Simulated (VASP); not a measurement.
Here is a VASP 6.6.1 calculation.

The input INCAR:

```
SYSTEM = Nb
ALGO = Normal
EDIFF = 1E-7
EDIFFG = -0.005
ENCUT = 600
GGA = PE
IBRION = 2
ISIF = 3
ISMEAR = -1
LASPH = .True.
LCHARG = .False.
LREAL = .False.
LWAVE = .False.
NELM = 80
NSW = 60
PREC = Accurate
SIGMA = 0.05
```

File KPOINTS:

```
k-points
0
Gamma
  16 16 16
  0 0 0
```

Contents of POSCAR:

```
Nb
1.0
   -1.6548069191      1.6548069191      1.6548069191
    1.6548069191     -1.6548069191      1.6548069191
    1.6548069191      1.6548069191     -1.6548069191
Nb
1
Direct
    0.0000000000      0.0000000000      0.0000000000
```

Potentials or basis: VASP PAW PBE potentials, release 64 (Nb_sv).

Command:

```sh
$ cat potpaw_PBE.64/Nb_sv/POTCAR > POTCAR
$ mpirun -np 1 vasp_std > vasp.out
```

(1) What does it give for the relaxed volume?

(2) Predict the relaxed cell.

Answers

(1) 18.08 Å³/atom.

(2) a = 2.864 Å, b = 2.864 Å, c = 2.864 Å, α = 109.47°, β = 109.47°, γ = 109.47°.
